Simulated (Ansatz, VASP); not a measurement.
## In2O3 in VASP and in Ansatz

```
In O
1.0
     2.82279    1.62974    4.97476
    -2.82279    1.62974    4.97476
     0.00000   -3.25947    4.97476
In O
4 6
Direct
  0.35707 0.35707 0.35707
  0.14293 0.14293 0.14293
  0.64293 0.64293 0.64293
  0.85707 0.85707 0.85707
  0.54657 0.95343 0.25000
  0.25000 0.54657 0.95343
  0.95343 0.25000 0.54657
  0.45343 0.04657 0.75000
  0.75000 0.45343 0.04657
  0.04657 0.75000 0.45343
```

Change from the starting cell: strain +0.025 along x and y, +0.025 along z, atoms carried along.

Alike in both runs: task single point; functional r2SCAN; k mesh 6 × 6 × 6; occupations gaussian, width 0.05 eV; no spin polarisation.

```csv
,VASP,Ansatz
version,VASP 6.6.1,Ansatz 0.2.0
potentials or method,"VASP PAW PBE potentials, release 64 (In_d, O), cutoff 520 eV","scalar-relativistic, plane waves, PAW"
valence electrons in the cell,88,88
```

VASP gave:

| Quantity | Value |
| --- | --- |
| gap on the k mesh at the Fermi level (eV) | 1.29 |
| least direct gap on the mesh (eV) | 1.38 |
| pressure (GPa) | -10.5 |
| traceless stress, the component that is largest in VASP (GPa) | 1.03 |
| rms of the force components (eV/Å) | 0.042 |

Question: What did Ansatz give for the same quantities?

Answer: gap on the k mesh at the Fermi level (eV): 1.28; least direct gap on the mesh (eV): 1.38; pressure (GPa): -11.3; traceless stress, the component that is largest in VASP (GPa): 1.12; rms of the force components (eV/Å): 0.047.

VASP's potentials were made for PBE, not for r2SCAN. Atom by atom the forces differ by 0.004 eV/Å (rms over components). With one functional, cell and mesh, what is left measures potentials, basis and numerics.
